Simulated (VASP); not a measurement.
A run of VASP 6.6.1 is set up as follows.

The input INCAR:

```
  ALGO = Normal
  EDIFF = 1E-6
  ENCUT = 520
  GGA = CA
  ISIF = 2
  ISMEAR = -1
  LASPH = T
  LCHARG = T
  LELF = T
  LREAL = F
  LVHAR = T
  LWAVE = F
  NBANDS = 7
  NELM = 80
  PREC = Accurate
  SIGMA = 0.05
```

The input KPOINTS:

```
k-points
0
Gamma
  11 11 11
```

POSCAR

```
Mg
1.0
   -1.8236691672      1.8236691672      1.6681325125
    1.8236691672     -1.8236691672      1.6681325125
    1.8236691672      1.8236691672     -1.6681325125
Mg
1
Direct
    0.0000000000      0.0000000000      0.0000000000
```

Potentials or basis: VASP PAW LDA potentials, release 64 (Mg).

Command:

```console
$ cat potpaw_LDA.64/Mg/POTCAR > POTCAR
$ mpirun -np 1 vasp_std > vasp.out
```

(1) Estimate the band gap on the k mesh.

(2) What does it give for the pressure?

Results:

(1) zero (bands 1 and 2 overlap by 4.40 eV).

(2) -1.2 GPa.
